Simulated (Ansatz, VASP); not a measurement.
## One calculation of HfO2, two programs

File INCAR:

```
ALGO = Normal
EDIFF = 1E-6
ENCUT = 520
GGA = PE
ISIF = 2
ISMEAR = 0
LASPH = T
LCHARG = F
LREAL = F
LWAVE = F
NBANDS = 31
NELM = 60
PREC = Accurate
SIGMA = 0.05
```

File KPOINTS:

```
k-points
0
Gamma
  6 6 4
```

File POSCAR:

```
HfO2
1.0
    3.6043048131      0.0000000000      0.0000000000
    0.0000000000      3.6043048131      0.0000000000
    0.0000000000      0.0000000000      5.2639671549
Hf O
2 4
Direct
    0.5000000000      0.4375746471      0.5427434278
    0.0000000000      0.0000000000      0.0000000000
    0.0000000000      0.5000000000      0.6932521152
    0.5000000000      0.0000000000      0.8067478848
    0.5000000000      0.0000000000      0.3067478848
    0.0000000000      0.5000000000      0.1932521152
```

Input for Ansatz:

```yaml
crystal:
  lattice:
    - [3.6043048131, 0.0, 0.0]
    - [0.0, 3.6043048131, 0.0]
    - [0.0, 0.0, 5.2639671549]
  atoms:
    - { symbol: Hf, position: [0.5, 0.4375746471, 0.5427434278] }
    - { symbol: Hf, position: [0.0, 0.0, 0.0] }
    - { symbol: O, position: [0.0, 0.5, 0.6932521152] }
    - { symbol: O, position: [0.5, 0.0, 0.8067478848] }
    - { symbol: O, position: [0.5, 0.0, 0.3067478848] }
    - { symbol: O, position: [0.0, 0.5, 0.1932521152] }
basis:
  ecutwfc: 420
kpoints:
  mp_grid: { grid: [6, 6, 4] }
hamiltonian:
  xc: pbe
scf:
  occupations: { method: gaussian, width: 0.05 }
output:
  forces: true
  stress: true
  eigenvalues: true
```

Alike in both runs: task single point; functional PBE; k mesh 6 × 6 × 4; occupations gaussian, width 0.05 eV; no spin polarisation.

|  | VASP | Ansatz |
| --- | --- | --- |
| version | VASP 6.6.1 | Ansatz 0.2.0 |
| potentials or method | VASP PAW PBE potentials, release 64 (Hf_pv, O), cutoff 520 eV | scalar-relativistic, plane waves, PAW |
| valence electrons in the cell | 44 | 76 |

VASP gave:

- gap on the k mesh at the Fermi level (eV): 3.91
- least direct gap on the mesh (eV): 3.96
- pressure (GPa): 2.2
- traceless stress, the component that is largest in VASP (GPa): 9.53
- rms of the force components (eV/Å): 1.355

**Question.** What did Ansatz give for the same quantities?

**Answer.** gap on the k mesh at the Fermi level (eV): 3.95; least direct gap on the mesh (eV): 4.01; pressure (GPa): 5.2; traceless stress, the component that is largest in VASP (GPa): 9.63; rms of the force components (eV/Å): 1.371.

Atom by atom the forces differ by 0.037 eV/Å (rms over components). With one functional, cell and mesh, what is left measures potentials, basis and numerics. VASP's potentials hold 44 valence electrons a cell and Ansatz's 76, so a difference there can come from the potentials and not from the codes.

Spin-orbit coupling is off throughout.
